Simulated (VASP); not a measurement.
A run of VASP 6.6.1 is set up as follows.

INCAR

```
SYSTEM = MoS2
  AGGAC = 0.0
  ALDAC = 0.0
  ALGO = Normal
  EDIFF = 1E-6
  ENCUT = 520
  GGA = PE
  ISIF = 2
  ISMEAR = -1
  LASPH = .True.
  LCHARG = .False.
  LREAL = .False.
  LWAVE = .False.
  NBANDS = 20
  NELM = 100
  PREC = Accurate
  SIGMA = 0.05
```

Contents of KPOINTS:

```
k-points
0
Gamma
  9 9 4
  0 0 0
```

Contents of POSCAR:

```
MoS2
1.0
    3.4376720746      0.0000000000      0.0000000000
   -1.7188360373      2.9771113465      0.0000000000
    0.0000000000      0.0000000000      7.9931986466
Mo S
1 2
Direct
    0.0000000000      0.0000000000      0.5000000000
    0.6666666667      0.3333333333      0.6943457461
    0.3333333333      0.6666666667      0.3056542539
```

Potentials or basis: VASP PAW PBE potentials, release 64 (Mo_sv, S).

Command:

```console
$ cat potpaw_PBE.64/Mo_sv/POTCAR potpaw_PBE.64/S/POTCAR > POTCAR
$ mpirun -np 1 vasp_std > vasp.out
```

(1) Predict the largest force.

(2) What does it give for the band gap on the k mesh?

(3) What does it give for the pressure?

Results:

(1) 0.010 eV/Å.

(2) zero (bands 13 and 14 overlap by 0.91 eV).

(3) -0.1 GPa.
